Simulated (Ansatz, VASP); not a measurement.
## One calculation of InSb, two programs

Contents of INCAR:

```
PREC = Accurate
ENCUT = 520
EDIFF = 1E-7
ISMEAR = 1
SIGMA = 0.5
LREAL = F
LASPH = T
NELM = 100
ALGO = Normal
ISIF = 2
LWAVE = F
LCHARG = F
GGA = PE
NBANDS = 26
```

File KPOINTS:

```
Automatic mesh
0
Gamma
  10 10 8
```

Contents of POSCAR:

```
InSb
1.0
    3.0633140000     -3.0813730000      0.0000000000
    3.0633140000      3.0813730000      0.0000000000
    0.0000000000      0.0000000000      6.1268940000
In Sb
2 2
Direct
    0.2794110000      0.7205890000      0.2500000000
    0.7205890000      0.2794110000      0.7500000000
    0.7772050000      0.2227950000      0.2500000000
    0.2227950000      0.7772050000      0.7500000000
```

Input for Ansatz:

```yaml
crystal:
  lattice:
    - [3.063314, -3.081373, 0.0]
    - [3.063314, 3.081373, 0.0]
    - [0.0, 0.0, 6.126894]
  atoms:
    - { symbol: In, position: [0.279411, 0.720589, 0.25] }
    - { symbol: In, position: [0.720589, 0.279411, 0.75] }
    - { symbol: Sb, position: [0.777205, 0.222795, 0.25] }
    - { symbol: Sb, position: [0.222795, 0.777205, 0.75] }
basis:
  ecutwfc: 420
kpoints:
  mp_grid: { grid: [10, 10, 8] }
hamiltonian:
  xc: pbe
scf:
  occupations: { method: cold, width: 0.5 }
output:
  forces: true
  stress: true
  eigenvalues: true
```

Alike in both runs: task single point; functional PBE; k mesh 10 × 10 × 8; no spin polarisation.

```csv
,VASP,Ansatz
version,VASP 6.6.1,Ansatz 0.2.0
potentials or method,"VASP PAW PBE potentials, release 64 (In_d, Sb), cutoff 520 eV","scalar-relativistic, plane waves, PAW"
occupations,"methfessel-paxton of order 1, width 0.5 eV","cold, width 0.5 eV"
valence electrons in the cell,36,56
```

```csv
,VASP,Ansatz,Ansatz less VASP
gap on the k mesh at the Fermi level (eV),none,none,-
pressure (GPa),0.1,0.0,-0.02
"traceless stress, the component that is largest in VASP (GPa)",-0.28,-0.28,-0.008
rms of the force components (eV/Å),0.010,0.011,+0.0008
```

Atom by atom the forces differ by 0.001 eV/Å (rms over components). A gap of «none» marks a metal or a gap that the smearing closes. VASP's potentials hold 36 valence electrons a cell and Ansatz's 56, so a difference there can come from the potentials and not from the codes.

Spin-orbit coupling is off throughout.
